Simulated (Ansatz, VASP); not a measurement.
# Two plane-wave programs on Rh

```
Rh
1.0
     0.00000    1.87087    1.96442
     1.87087    0.00000    1.96442
     1.87087    1.87087    0.00000
Rh
1
Direct
  0.00000 0.00000 0.00000
```

Alike in both runs: task single point; functional PBEsol; k mesh 24 × 24 × 24; occupations gaussian, width 0.15 eV; no spin polarisation.

```csv
,VASP,Ansatz
version,VASP 6.6.1,Ansatz 0.2.0
potentials or method,"VASP PAW PBE potentials, release 64 (Rh_pv), cutoff 520 eV","scalar-relativistic, plane waves, PAW"
valence electrons in the cell,15,17
```

```tsv
	VASP	Ansatz	Ansatz less VASP
gap on the k mesh at the Fermi level (eV)	none	none	-
pressure (GPa)	-4.8	-4.7	+0.08
traceless stress, the component that is largest in VASP (GPa)	-8.35	-8.37	-0.023
```

VASP's potentials were made for PBE, not for PBEsol. A gap of «none» marks a metal or a gap that the smearing closes. The functional is the same, so the differences come from potentials, cutoffs and numerics. VASP's potentials hold 15 valence electrons a cell and Ansatz's 17, so a difference there can come from the potentials and not from the codes.
